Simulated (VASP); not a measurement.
# NaGeCl3 (Pm-3m) in VASP: a series of runs

Runs on NaGeCl3. Level: r2SCAN+rVV10. Tasks: single point, relaxation of cell and atoms.

Everything below comes from runs of VASP 6.6.1. Logs are shortened: lines on timing, memory, paths and dates and some standing lists are left out, and cuts for length are marked.

## Step 1: The cell of the first run

It takes space group Pm-3m (No. 221, cubic). The conventional cell has a = 5.160 Å, b = 5.160 Å, c = 5.160 Å, α = 90.00°, β = 90.00°, γ = 90.00°. Na (site symmetry m-3m) has 12 Cl at 3.65 Å and 8 Ge at 4.47 Å within 4.8 Å. Ge (site symmetry m-3m) has 6 Cl at 2.58 Å within 3.4 Å. Within 3.4 Å of Cl (site symmetry 4/mmm) lie 2 Ge at 2.58 Å.

## Step 2: Single point, r2SCAN+rVV10

Contents of POSCAR:

```
NaGeCl3
1.0
    5.1604322073      0.0000000000      0.0000000000
    0.0000000000      5.1604322073      0.0000000000
    0.0000000000      0.0000000000      5.1604322073
Na Ge Cl
1 1 3
Direct
    0.0000000000      0.0000000000      0.0000000000
    0.5000000000      0.5000000000      0.5000000000
    0.5000000000      0.5000000000      0.0000000000
    0.5000000000      0.0000000000      0.5000000000
    0.0000000000      0.5000000000      0.5000000000
```

Contents of INCAR.step1:

```
PREC = Accurate ; ENCUT = 520
ISMEAR = -1 ; SIGMA = 0.03
LREAL = False ; LASPH = True
NELM = 100 ; NBANDS = 29
GGA = PE ; ALGO = Normal
EDIFF = 1E-4 ; LWAVE = True
LCHARG = False
```

Contents of INCAR.step2:

```
PREC = Accurate ; ENCUT = 520
EDIFF = 1E-6 ; ISMEAR = -1
SIGMA = 0.03 ; LREAL = False
LASPH = True ; NELM = 100
ALGO = Normal ; ISIF = 2
LWAVE = False ; LCHARG = False
METAGGA = R2SCAN ; LMIXTAU = True
LUSE_VDW = True ; IVDW_NL = 2
BPARAM = 11.95 ; CPARAM = 0.0093
NBANDS = 29 ; ISTART = 1
```

Contents of KPOINTS:

```
regular mesh
0
Gamma
  4 4 4
```

Potentials or basis: VASP PAW PBE potentials, release 64 (Na_pv, Ge_d, Cl).

Command:

```bash
> cat potpaw_PBE.64/Na_pv/POTCAR potpaw_PBE.64/Ge_d/POTCAR potpaw_PBE.64/Cl/POTCAR > POTCAR
> cp INCAR.step1 INCAR
> mpirun -np 1 vasp_std > vasp.out
> cp INCAR.step2 INCAR
> mpirun -np 1 vasp_std > vasp.out
```

OUTCAR:

```text
PREC = Accurate
   ENCUT = 520
   EDIFF = 1E-6
   ISMEAR = -1
   LREAL = False
   LASPH = True
   NELM = 100
   ISIF = 2
   METAGGA = R2SCAN
   IVDW_NL = 2
   BPARAM = 11.95
   ISTART = 1

 ion  position               nearest neighbor table
   1  0.000  0.000  0.000-
   2  0.500  0.500  0.500-   3 2.58   4 2.58   5 2.58   3 2.58   4 2.58   5 2.58
   3  0.500  0.500  0.000-   2 2.58   2 2.58
   4  0.500  0.000  0.500-   2 2.58   2 2.58
   5  0.000  0.500  0.500-   2 2.58   2 2.58

  LATTYP: Found a simple cubic cell.
 ALAT       =     5.1604322073

  Lattice vectors:

 A1 = (   5.1604322073,   0.0000000000,   0.0000000000)
 A2 = (   0.0000000000,   5.1604322073,   0.0000000000)
 A3 = (   0.0000000000,   0.0000000000,   5.1604322073)

Analysis of symmetry for initial positions (statically):
=====================================================================
 Subroutine PRICEL returns:
 Original cell was already a primitive cell.

 Routine SETGRP: Setting up the symmetry group for a
 simple cubic supercell.

 Subroutine GETGRP returns: Found 48 space group operations
 (whereof 48 operations were pure point group operations)
 out of a pool of 48 trial point group operations.

The static configuration has the point symmetry O_h .

Analysis of symmetry for dynamics (positions and initial velocities):
=====================================================================
 Subroutine PRICEL returns:
 Original cell was already a primitive cell.

 Routine SETGRP: Setting up the symmetry group for a
 simple cubic supercell.

 Subroutine GETGRP returns: Found 48 space group operations
 (whereof 48 operations were pure point group operations)
 out of a pool of 48 trial point group operations.

The dynamic configuration has the point symmetry O_h .

 Subroutine INISYM returns: Found 48 space group operations
 (whereof 48 operations are pure point group operations),
 and found     1 'primitive' translations

----------------------------------------------------------------------------------------

                                     Primitive cell

  volume of cell :     137.4226
[... 75 lines left out ...]
   LNONCOLLINEAR =      F non collinear calculations
   LSORBIT =      F    spin-orbit coupling
   LASPH  =      T    aspherical Exc in radial PAW
   ENCUT  =  520.0 eV  38.22 Ry    6.18 a.u.   9.59  9.59  9.59*2*pi/ulx,y,z
   NELM   =    100;   NELMIN=  2; NELMDL=  0     # of ELM steps
   EDIFF  = 0.1E-05   stopping-criterion for ELM
   LREAL  =      F    real-space projection
   EDIFFG = 0.1E-04   stopping-criterion for IOM
   NSW    =      0    number of steps for IOM
   IBRION =     -1    ionic relax: 0-MD 1-quasi-New 2-CG
   NFREE  =      0    steps in history (QN), initial steepest desc. (CG)
   ISIF   =      2    stress and relaxation
   ISYM   =      2    0-nonsym 1-usesym 2-fastsym
   POTIM  = 0.5000    time-step for ionic-motion
   TEBEG  =    0.0;   TEEND  =   0.0 temperature during run
   PSTRESS=    0.0 pullay stress
   NELECT =      42.0000    total number of electrons
   NUPDOWN=      -1.0000    fix difference up-down
   EMIN   =  10.00;   EMAX   =-10.00  energy-range for DOS
   EFERMI =   0.00;   METHOD = LEGACY
   ISMEAR =    -1;   SIGMA  =   0.03  broadening in eV -4-tet -1-fermi 0-gaus
   EFERMI_NEDOS =   21; number of points for ismear=-14 and -15
   IALGO  =     38    algorithm
   IMIX   =      4    mixing-type and parameters
     AMIX     =   0.40;   BMIX     =  1.00
     AMIX_MAG =   1.60;   BMIX_MAG =  1.00
  volume/ion in A,a.u.               =      27.48       185.47
  Fermi-wavevector in a.u.,A,eV,Ry     =   1.102737  2.083870 16.545070  1.216028
  Thomas-Fermi vector in A             =   2.239184
   LORBIT       =      0    0 simple, 1 ext, 2 COOP (PROOUT), +10 PAW based schemes
   METAGGA = R2SCAN    functional components
   LHFCALC =     F    Hartree Fock is set to
   AEXX    =    0.0000 exact exchange contribution
   IVDW_NL    =     2    kernel type
   BPARAM     =11.9500
   IVDW    =     0    specifies the selected vdW correction
   LEPSILON=     F    determine dielectric tensor
   LRPA    =     F    only Hartree local field effects (RPA)
 non-spin polarized calculation
  energy-cutoff  :      520.00
  volume of cell :      137.42
 maximum number of plane-waves:      3743
 NGX is ok and might be reduce to    40
   NGX = 19   NGY = 19   NGZ = 19

 number of electron      42.0000036 magnetization

 Free energy of the ion-electron system (eV)
  ---------------------------------------------------
  ext. energy  EPLUGINS =         0.00000000
  ---------------------------------------------------
  free energy    TOTEN  =       -40.07228661 eV

  energy without entropy =      -40.07228591  energy(sigma->0) =      -40.07228626

 E-fermi :   2.9686     XC(G=0):  -8.3718

 val. band max:        2.6574505037   @ k =   0.5000   0.5000   0.5000
 cond. band min:       3.3127434607   @ k =   0.5000   0.5000   0.5000
 fundamental gap:      0.6552929570
 Fermi energy:         2.9686136179

 k-point     1 :       0.0000    0.0000    0.0000
  band No.  band energies     occupation
      1     -24.1513      2.00000
      2     -24.1513      2.00000
      3     -24.1513      2.00000
      4     -23.8994      2.00000
      5     -23.8994      2.00000
      6     -23.8720      2.00000
[... 309 lines left out ...]
     28       9.2526      0.00000
     29       9.9700      0.00000

------------------------ aborting loop because EDIFF is reached ----------------------------------------

  FORCE on cell =-STRESS in cart. coord.  units (eV):
  Direction    XX          YY          ZZ          XY          YZ          ZX
  --------------------------------------------------------------------------------------
  -------------------------------------------------------------------------------------
  Total       -0.1037171     -0.1037171     -0.1037171      0.0000000      0.0000000     -0.0000000
  in kB       -1.2092125     -1.2092125     -1.2092125      0.0000000      0.0000000     -0.0000000
  external PRESSURE =      -1.2092125 kB  Pullay stress =       0.0000000 kB

 VOLUME and BASIS-vectors are now :
 -----------------------------------------------------------------------------
  energy-cutoff  :      520.00
  volume of cell :      137.42
      direct lattice vectors                 reciprocal lattice vectors
     5.160432207  0.000000000  0.000000000     0.193782218  0.000000000  0.000000000
     0.000000000  5.160432207  0.000000000     0.000000000  0.193782218  0.000000000
     0.000000000  0.000000000  5.160432207     0.000000000  0.000000000  0.193782218

 POSITION                                       TOTAL-FORCE (eV/Angst)
 -----------------------------------------------------------------------------------
      0.00000      0.00000      0.00000         0.000000      0.000000      0.000000
      2.58022      2.58022      2.58022         0.000000      0.000000      0.000000
      2.58022      2.58022      0.00000         0.000000      0.000000      0.000000
      2.58022      0.00000      2.58022         0.000000      0.000000      0.000000
      0.00000      2.58022      2.58022         0.000000      0.000000      0.000000
 -----------------------------------------------------------------------------------
    total drift:                               -0.000000      0.000000     -0.000000

  FREE ENERGIE OF THE ION-ELECTRON SYSTEM (eV)
  ---------------------------------------------------
  free  energy   TOTEN  =       -40.0722866074 eV

  energy  without entropy=      -40.0722859078  energy(sigma->0) =      -40.07228626
```

OUTCAR.step1:

```text
PREC = Accurate
   ENCUT = 520
   ISMEAR = -1
   LREAL = False
   LASPH = True
   NELM = 100
[... 534 lines left out ...]
      2.58022      2.58022      0.00000         0.000000      0.000000      0.000000
      2.58022      0.00000      2.58022         0.000000      0.000000      0.000000
      0.00000      2.58022      2.58022         0.000000      0.000000      0.000000
 -----------------------------------------------------------------------------------
    total drift:                               -0.000000      0.000000     -0.000000

  FREE ENERGIE OF THE ION-ELECTRON SYSTEM (eV)
  ---------------------------------------------------
  free  energy   TOTEN  =       -16.6126098071 eV

  energy  without entropy=      -16.6126069020  energy(sigma->0) =      -16.61260835
```

OSZICAR.step1:

```text
N       E                     dE             d eps       ncg     rms          rms(c)
DAV:   1     0.423449499200E+03    0.42345E+03   -0.19778E+04   699   0.208E+03
DAV:   2     0.477466406062E+02   -0.37570E+03   -0.36151E+03   672   0.629E+02
DAV:   3    -0.139819152314E+02   -0.61729E+02   -0.60968E+02   673   0.161E+02
DAV:   4    -0.172512599421E+02   -0.32693E+01   -0.32568E+01   718   0.464E+01
DAV:   5    -0.173373802407E+02   -0.86120E-01   -0.86105E-01   743   0.689E+00    0.686E+00
DAV:   6    -0.166773087346E+02    0.66007E+00   -0.10890E+00   793   0.618E+00    0.411E+00
DAV:   7    -0.166172678636E+02    0.60041E-01   -0.29494E-01   769   0.267E+00    0.200E+00
DAV:   8    -0.166134242170E+02    0.38436E-02   -0.38455E-02   667   0.178E+00    0.386E-01
DAV:   9    -0.166125887393E+02    0.83548E-03   -0.32925E-03   851   0.612E-01    0.137E-01
DAV:  10    -0.166126120588E+02   -0.23320E-04   -0.19702E-03   640   0.327E-01    0.243E-02
DAV:  11    -0.166126098071E+02    0.22517E-05   -0.10916E-04   537   0.131E-01
   1 F= -.16612610E+02 E0= -.16612608E+02  d E =-.290503E-05
```

It took 2.4 min on 1 thread of Intel Xeon Platinum 8488C (Sapphire Rapids), shared host; peak memory 0.51 GiB.

What came out:

```
Free energy            : -40.0723 eV
Pressure               : -0.1 GPa
Band gap on the k mesh : 0.66 eV
```

Caveat: the PAW data sets were made with another functional, which shifts forces and pressure a little. A k mesh can miss the band edges.

## Step 3: Relaxation of cell and atoms, r2SCAN+rVV10

This run uses another cell than the first one, of 27.03 Å³/atom.

POSCAR, as its differences from that of step 2:

```diff
@@ -2,5 +2,5 @@
 1.0
-    5.1604322073      0.0000000000      0.0000000000
-    0.0000000000      5.1604322073      0.0000000000
-    0.0000000000      0.0000000000      5.1604322073
+    5.1318579161      0.0000000000      0.0000000000
+    0.0000000000      5.1318579161      0.0000000000
+    0.0000000000      0.0000000000      5.1318579161
 Na Ge Cl
```

Contents of INCAR.step1:

```
PREC = Accurate ; ENCUT = 600
ISMEAR = -1 ; SIGMA = 0.03
LREAL = F ; LASPH = T
NELM = 80 ; GGA = PE
ALGO = Normal ; EDIFF = 1E-4
LWAVE = T ; LCHARG = F
```

Contents of INCAR.step2:

```
PREC = Accurate ; ENCUT = 600
EDIFF = 1E-6 ; ISMEAR = -1
SIGMA = 0.03 ; LREAL = F
LASPH = T ; NELM = 80
ALGO = Normal ; ISIF = 3
LWAVE = F ; LCHARG = F
METAGGA = R2SCAN ; LMIXTAU = T
LUSE_VDW = T ; IVDW_NL = 2
BPARAM = 11.95 ; CPARAM = 0.0093
IBRION = 2 ; NSW = 100
EDIFFG = -0.01 ; ISTART = 1
```

Contents of KPOINTS:

```
Automatic mesh
0
Gamma
  4 4 4
```

Potentials or basis: VASP PAW PBE potentials, release 64 (Na_pv, Ge_d, Cl).

Command:

```bash
> cat potpaw_PBE.64/Na_pv/POTCAR potpaw_PBE.64/Ge_d/POTCAR potpaw_PBE.64/Cl/POTCAR > POTCAR
> cp INCAR.step1 INCAR
> mpirun -np 1 vasp_std > vasp.out
> cp INCAR.step2 INCAR
> mpirun -np 1 vasp_std > vasp.out
```

It took 6.6 min on 1 thread of Intel Xeon Platinum 8488C (Sapphire Rapids), shared host; peak memory 0.57 GiB.

Results (log left out):

```yaml
Free_energy: -40.0755 eV
Relaxed_volume: 27.45 Å³/atom
Relaxed_cell: a = 5.158 Å, b = 5.158 Å, c = 5.158 Å, α = 90.00°, β = 90.00°, γ = 90.00°
Space_group_after_relaxing_to_0.1_Å: Pm-3m (No. 221)
Energy_gained_by_relaxing: 0.6 meV/atom
Ionic_steps: 3
Pressure_after_relaxing: 0.0 GPa
Band_gap_on_the_k_mesh: 0.65 eV
```

The path:
```csv
step,energy change (eV),largest force (eV/Å),pressure (GPa),volume (Å³)
1,0.0000,0.0000,0.48,135.15
2,-0.0029,0.0000,0.11,136.74
3,-0.0031,0.0000,0.00,137.24
```

Final structure:
```
Na Ge Cl
1.0
     5.15816    0.00000    0.00000
     0.00000    5.15816    0.00000
     0.00000    0.00000    5.15816
Na Ge Cl
1 1 3
Direct
  0.00000 0.00000 0.00000
  0.50000 0.50000 0.50000
  0.50000 0.50000 0.00000
  0.50000 0.00000 0.50000
  0.00000 0.50000 0.50000
```

Levels at points of the mesh, in eV from the valence-band top:
| k point | band 17 | band 18 | band 19 | band 20 | band 21 | band 22 | band 23 | band 24 | band 25 |
| --- | --- | --- | --- | --- | --- | --- | --- | --- | --- |
| (0.00, 0.00, 0.00) | -4.07 | -4.07 | -3.99 | -3.99 | -3.99 | 1.27 | 5.29 | 5.29 | 5.54 |
| (0.50, 0.00, 0.00) | -4.42 | -4.23 | -4.01 | -4.01 | -2.62 | 1.66 | 3.09 | 3.66 | 5.25 |
| (0.50, 0.50, 0.00) | -4.47 | -4.40 | -4.40 | -3.43 | -1.27 | 1.22 | 1.22 | 3.47 | 4.70 |
| (0.50, 0.50, 0.50) | -4.46 | -3.42 | -3.42 | -3.42 | 0.00 | 0.65 | 0.65 | 0.65 | 2.28 |

Caveat: the PAW data sets were made with another functional, which shifts forces and pressure a little. A k mesh can miss the band edges.
